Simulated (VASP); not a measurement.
# SiSn2 (P-3m1) in VASP: single point with PBE

Aim: the single point of SiSn2 with PBE.

All numbers are computed with VASP 6.6.1; they aren't measurements. Logs are shortened: lines on timing, memory, paths and dates and some standing lists are left out, and cuts for length are marked.

## 1. The cell of the first run

Symmetry: P-3m1, No. 164, trigonal system. The conventional cell has a = 3.077 Å, b = 3.077 Å, c = 17.406 Å, α = 90.00°, β = 90.00°, γ = 120.00°. Si (site symmetry 3m) has 9 Si at 3.08 to 3.40 Å and 3 Sn at 3.40 Å within 4.0 Å. Within 4.0 Å of Sn (site symmetry 3m) lie 12 Sn at 3.08 to 3.40 Å. Within 4.0 Å of Sn (site symmetry 3m) lie 9 Sn at 3.08 to 3.40 Å and 3 Si at 3.40 Å.

## 2. Single point, PBE

File INCAR:

```
ALGO = Normal
EDIFF = 1E-6
ENCUT = 520
GGA = PE
ISIF = 2
ISMEAR = 0
LASPH = True
LCHARG = True
LELF = True
LREAL = False
LVHAR = True
LWAVE = False
NBANDS = 41
NELM = 100
PREC = Accurate
SIGMA = 0.1
```

File KPOINTS:

```
k-points
0
Gamma
  6 6 1
```

File POSCAR:

```
SiSn2
1.0
    3.0765756200      0.0000000000      0.0000000000
   -1.5382878100      2.6643926400      0.0000000000
    0.0000000000      0.0000000000     17.4057199600
Si Sn
2 4
Direct
    0.3333333300      0.6666666700      0.4166666700
    0.6666666700      0.3333333300      0.5833333300
    0.3333333300      0.6666666700      0.0833333300
    0.3333333300      0.6666666700      0.7500000000
    0.6666666700      0.3333333300      0.2500000000
    0.6666666700      0.3333333300      0.9166666700
```

Potentials or basis: VASP PAW PBE potentials, release 64 (Si, Sn_d).

On the command line:

```
> cat potpaw_PBE.64/Si/POTCAR potpaw_PBE.64/Sn_d/POTCAR > POTCAR
> mpirun -np 1 vasp_std > vasp.out
```

OUTCAR:

```text
EDIFF = 1E-6
   ENCUT = 520
   GGA = PE
   ISIF = 2
   ISMEAR = 0
   LASPH = True
   LREAL = False
   NELM = 100
   PREC = Accurate

 ion  position               nearest neighbor table
   1  0.333  0.667  0.417-   5 3.40   5 3.40   5 3.40
   2  0.667  0.333  0.583-   4 3.40   4 3.40   4 3.40
   3  0.333  0.667  0.083-   6 3.40   6 3.40   6 3.40   5 3.40   5 3.40   5 3.40
   4  0.333  0.667  0.750-   2 3.40   6 3.40   2 3.40   6 3.40   2 3.40   6 3.40
   5  0.667  0.333  0.250-   1 3.40   3 3.40   1 3.40   3 3.40   1 3.40   3 3.40
   6  0.667  0.333  0.917-   3 3.40   3 3.40   3 3.40   4 3.40   4 3.40   4 3.40

  LATTYP: Found a hexagonal cell.
 ALAT       =     3.0765756200
 C/A-ratio  =     5.6574978515

  Lattice vectors:

 A1 = (   3.0765756200,   0.0000000000,   0.0000000000)
 A2 = (  -1.5382878100,   2.6643926400,   0.0000000000)
 A3 = (   0.0000000000,   0.0000000000,  17.4057199600)

Analysis of symmetry for initial positions (statically):
=====================================================================
 Subroutine PRICEL returns:
 Original cell was already a primitive cell.

 Routine SETGRP: Setting up the symmetry group for a
 hexagonal supercell.

 Subroutine GETGRP returns: Found 12 space group operations
 (whereof 12 operations were pure point group operations)
 out of a pool of 24 trial point group operations.

The static configuration has the point symmetry D_3d.

Analysis of symmetry for dynamics (positions and initial velocities):
=====================================================================
 Subroutine PRICEL returns:
 Original cell was already a primitive cell.

 Routine SETGRP: Setting up the symmetry group for a
 hexagonal supercell.

 Subroutine GETGRP returns: Found 12 space group operations
 (whereof 12 operations were pure point group operations)
 out of a pool of 24 trial point group operations.

The dynamic configuration has the point symmetry D_3d.

 Subroutine INISYM returns: Found 12 space group operations
 (whereof 12 operations are pure point group operations),
 and found     1 'primitive' translations

----------------------------------------------------------------------------------------

                                     Primitive cell

  volume of cell :     142.6783

  direct lattice vectors                    reciprocal lattice vectors
     3.076575620  0.000000000  0.000000000     0.325036704  0.187660029  0.000000000
    -1.538287810  2.664392640  0.000000000     0.000000000  0.375320058  0.000000000
     0.000000000  0.000000000 17.405719960     0.000000000  0.000000000  0.057452378

  length of vectors
     3.076575620  3.076575617 17.405719960     0.375320058  0.375320058  0.057452378

  position of ions in fractional coordinates (direct lattice)
     0.333333330  0.666666670  0.416666670
     0.666666670  0.333333330  0.583333330
     0.333333330  0.666666670  0.083333330
     0.333333330  0.666666670  0.750000000
     0.666666670  0.333333330  0.250000000
     0.666666670  0.333333330  0.916666670

  ion indices of the primitive-cell ions
   primitive index   ion index
                 1           1
                 2           2
                 3           3
                 4           4
                 5           5
                 6           6

----------------------------------------------------------------------------------------

 KPOINTS: k-points

Automatic generation of k-mesh.
 Grid dimensions read from file:
 generate k-points for:    6    6    1

 Generating k-lattice:

  Cartesian coordinates                     Fractional coordinates (reciprocal lattice)
     0.054172784  0.031276671  0.000000000     0.166666667  0.000000000  0.000000000
     0.000000000  0.062553343  0.000000000     0.000000000  0.166666667  0.000000000
     0.000000000  0.000000000  0.057452378     0.000000000  0.000000000  1.000000000

  Length of vectors
     0.062553343  0.062553343  0.057452378

  Shift w.r.t. Gamma in fractional coordinates (k-lattice)
     0.000000000  0.000000000  0.000000000

 Subroutine IBZKPT returns following result:
 ===========================================

 Found      7 irreducible k-points:

 Following reciprocal coordinates:
            Coordinates               Weight
  0.000000  0.000000  0.000000      1.000000
  0.166667 -0.000000  0.000000      6.000000
  0.333333 -0.000000  0.000000      6.000000
  0.500000 -0.000000  0.000000      3.000000
  0.166667  0.166667  0.000000      6.000000
  0.333333  0.166667  0.000000     12.000000
  0.333333  0.333333  0.000000      2.000000
   k-points           NKPTS =      7   k-points in BZ     NKDIM =      7   number of bands    NBANDS=     41
   number of dos      NEDOS =    301   number of ions     NIONS =      6
   total plane-waves  NPLWV =  80640
   dimension x,y,z NGX =    24 NGY =   24 NGZ =  140
   dimension x,y,z NGXF=    48 NGYF=   48 NGZF=  280
   ions per type =               2   4
   NGX,Y,Z   is equivalent  to a cutoff of  12.97, 12.97, 13.37 a.u.
   NGXF,Y,Z  is equivalent  to a cutoff of  25.94, 25.94, 26.74 a.u.
 SYSTEM =  unknown system
   PREC   = accura    normal or accurate (medium, high low for compatibility)
   ISTART =      0    job   : 0-new  1-cont  2-samecut
   ICHARG =      2    charge: 1-file 2-atom 10-const
   ISPIN  =      1    spin polarized calculation?
   LNONCOLLINEAR =      F non collinear calculations
   LSORBIT =      F    spin-orbit coupling
   LASPH  =      T    aspherical Exc in radial PAW
   ENCUT  =  520.0 eV  38.22 Ry    6.18 a.u.   5.72  5.72 32.36*2*pi/ulx,y,z
   NELM   =    100;   NELMIN=  2; NELMDL= -5     # of ELM steps
   EDIFF  = 0.1E-05   stopping-criterion for ELM
   LREAL  =      F    real-space projection
   EDIFFG = 0.1E-04   stopping-criterion for IOM
   NSW    =      0    number of steps for IOM
   IBRION =     -1    ionic relax: 0-MD 1-quasi-New 2-CG
   NFREE  =      0    steps in history (QN), initial steepest desc. (CG)
   ISIF   =      2    stress and relaxation
   ISYM   =      2    0-nonsym 1-usesym 2-fastsym
   POTIM  = 0.5000    time-step for ionic-motion
   TEBEG  =    0.0;   TEEND  =   0.0 temperature during run
   PSTRESS=    0.0 pullay stress
   NELECT =      64.0000    total number of electrons
   NUPDOWN=      -1.0000    fix difference up-down
   EMIN   =  10.00;   EMAX   =-10.00  energy-range for DOS
   EFERMI =   0.00;   METHOD = LEGACY
   ISMEAR =     0;   SIGMA  =   0.10  broadening in eV -4-tet -1-fermi 0-gaus
   EFERMI_NEDOS =   21; number of points for ismear=-14 and -15
   IALGO  =     38    algorithm
   IMIX   =      4    mixing-type and parameters
     AMIX     =   0.40;   BMIX     =  1.00
     AMIX_MAG =   1.60;   BMIX_MAG =  1.00
  volume/ion in A,a.u.               =      23.78       160.47
  Fermi-wavevector in a.u.,A,eV,Ry     =   1.253186  2.368178 21.367613  1.570475
  Thomas-Fermi vector in A             =   2.387051
   LORBIT       =      0    0 simple, 1 ext, 2 COOP (PROOUT), +10 PAW based schemes
   GGA     = PE    functional components
   LHFCALC =     F    Hartree Fock is set to
   AEXX    =    0.0000 exact exchange contribution
   IVDW    =     0    specifies the selected vdW correction
   LEPSILON=     F    determine dielectric tensor
   LRPA    =     F    only Hartree local field effects (RPA)
 non-spin polarized calculation
 Gauss-broadening in eV      SIGMA  =   0.10
  energy-cutoff  :      520.00
  volume of cell :      142.68
 maximum number of plane-waves:      3857
 NGX is ok and might be reduce to    24
   NGX = 11   NGY = 11   NGZ = 65

 number of electron      63.9999988 magnetization

 Free energy of the ion-electron system (eV)
  ---------------------------------------------------
  ext. energy  EPLUGINS =         0.00000000
  ---------------------------------------------------
  free energy    TOTEN  =       -23.32400656 eV

  energy without entropy =      -23.31254234  energy(sigma->0) =      -23.31827445

 E-fermi :   8.4559     XC(G=0): -10.4142

 val. band max:        8.3759840943   @ k =   0.3333  -0.0000   0.0000
 cond. band min:       8.5686346447   @ k =   0.3333   0.1667   0.0000
 fundamental gap:      0.1926505504
 Fermi energy:         8.4559403917

 k-point     1 :       0.0000    0.0000    0.0000
  band No.  band energies     occupation
      1     -13.6416      2.00000
      2     -13.6261      2.00000
      3     -13.5989      2.00000
      4     -13.5989      2.00000
      5     -13.5943      2.00000
      6     -13.5943      2.00000
[... 33 lines left out ...]
     40      17.3446      0.00000
     41      17.3446      0.00000

 k-point     2 :       0.1667   -0.0000    0.0000
  band No.  band energies     occupation
      1     -13.6453      2.00000
      2     -13.6292      2.00000
      3     -13.5739      2.00000
      4     -13.5541      2.00000
      5     -13.5218      2.00000
      6     -13.5180      2.00000
[... 33 lines left out ...]
     40      14.7122      0.00000
     41      14.7724      0.00000

 k-point     3 :       0.3333   -0.0000    0.0000
  band No.  band energies     occupation
      1     -13.7118      2.00000
      2     -13.6857      2.00000
      3     -13.5759      2.00000
      4     -13.5747      2.00000
      5     -13.5518      2.00000
      6     -13.5255      2.00000
[... 33 lines left out ...]
     40      12.5913      0.00000
     41      12.7415      0.00000

 k-point     4 :       0.5000   -0.0000    0.0000
  band No.  band energies     occupation
      1     -13.7453      2.00000
      2     -13.7153      2.00000
      3     -13.6075      2.00000
      4     -13.6045      2.00000
      5     -13.5948      2.00000
      6     -13.5609      2.00000
[... 33 lines left out ...]
     40      12.0173      0.00000
     41      12.0353      0.00000

 k-point     5 :       0.1667    0.1667    0.0000
  band No.  band energies     occupation
      1     -13.6201      2.00000
      2     -13.6159      2.00000
      3     -13.5640      2.00000
      4     -13.5574      2.00000
      5     -13.5082      2.00000
      6     -13.4988      2.00000
[... 33 lines left out ...]
     40      11.7819      0.00000
     41      12.0134      0.00000

 k-point     6 :       0.3333    0.1667    0.0000
  band No.  band energies     occupation
      1     -13.6511      2.00000
      2     -13.6245      2.00000
      3     -13.5748      2.00000
      4     -13.5490      2.00000
      5     -13.5120      2.00000
      6     -13.5074      2.00000
[... 33 lines left out ...]
     40      10.2872      0.00000
     41      10.6462      0.00000

 k-point     7 :       0.3333    0.3333    0.0000
  band No.  band energies     occupation
      1     -13.5586      2.00000
      2     -13.5340      2.00000
      3     -13.5340      2.00000
      4     -13.4863      2.00000
      5     -13.4740      2.00000
      6     -13.4740      2.00000
[... 33 lines left out ...]
     40       9.2360      0.00000
     41      11.1922      0.00000

------------------------ aborting loop because EDIFF is reached ----------------------------------------

  FORCE on cell =-STRESS in cart. coord.  units (eV):
  Direction    XX          YY          ZZ          XY          YZ          ZX
  --------------------------------------------------------------------------------------
  -------------------------------------------------------------------------------------
  Total        2.7488145      2.7488145      3.1372203      0.0000000      0.0000000      0.0000000
  in kB       30.8672688     30.8672687     35.2287952      0.0000000      0.0000000      0.0000000
  external PRESSURE =      32.3211109 kB  Pullay stress =       0.0000000 kB

 VOLUME and BASIS-vectors are now :
 -----------------------------------------------------------------------------
  energy-cutoff  :      520.00
  volume of cell :      142.68
      direct lattice vectors                 reciprocal lattice vectors
     3.076575620  0.000000000  0.000000000     0.325036704  0.187660029  0.000000000
    -1.538287810  2.664392640  0.000000000     0.000000000  0.375320058  0.000000000
     0.000000000  0.000000000 17.405719960     0.000000000  0.000000000  0.057452378

 POSITION                                       TOTAL-FORCE (eV/Angst)
 -----------------------------------------------------------------------------------
     -0.00000      1.77626      7.25238        -0.000000      0.000000      0.359430
      1.53829      0.88813     10.15334        -0.000000     -0.000000     -0.359430
     -0.00000      1.77626      1.45048         0.000000      0.000000      0.007999
     -0.00000      1.77626     13.05429        -0.000000     -0.000000     -0.601714
      1.53829      0.88813      4.35143        -0.000000      0.000000      0.601714
      1.53829      0.88813     15.95524         0.000000      0.000000     -0.007999
 -----------------------------------------------------------------------------------
    total drift:                                0.000000     -0.000000     -0.000000

  FREE ENERGIE OF THE ION-ELECTRON SYSTEM (eV)
  ---------------------------------------------------
  free  energy   TOTEN  =       -23.3240065642 eV

  energy  without entropy=      -23.3125423367  energy(sigma->0) =      -23.31827445
```

Run time: 50 s. Hardware: 1 thread of Intel Xeon Platinum 8259CL at 2.50GHz (Skylake/Cascade Lake), shared host; peak memory 0.26 GiB.

Results:

| Quantity | Value |
| --- | --- |
| Free energy | -23.3240 eV |
| Pressure | 3.2 GPa |
| Largest force | 0.602 eV/Å |
| Band gap on the k mesh | zero (band 32 reaches 13.28 eV, above the bottom of band 33 at 5.88 eV) |

Forces in eV/Å, atoms in the order of the input:
```
Si   0.000  0.000  0.359
Si   0.000  0.000 -0.359
Sn   0.000  0.000  0.008
Sn   0.000  0.000 -0.602
Sn   0.000  0.000  0.602
Sn   0.000  0.000 -0.008
```

Stress tensor (GPa, compression positive):
```
3.09 0.00 0.00
0.00 3.09 0.00
0.00 0.00 3.52
```

Levels at points of the mesh, in eV from the Fermi level:
```
           k point  band 29  band 30  band 31  band 32  band 33  band 34  band 35  band 36  band 37  band 38
(0.00, 0.00, 0.00)    -3.03     1.05     1.15     4.82     6.15     6.15     6.56     6.56     8.28     8.44
(0.50, 0.00, 0.00)    -4.04    -4.00    -3.33    -2.87    -0.97     0.81     1.21     1.37     2.37     2.68
```

Caveat: the k points lie up to 0.39 Å⁻¹ apart; spin-orbit coupling is left out, which moves the levels of the heavy elements.
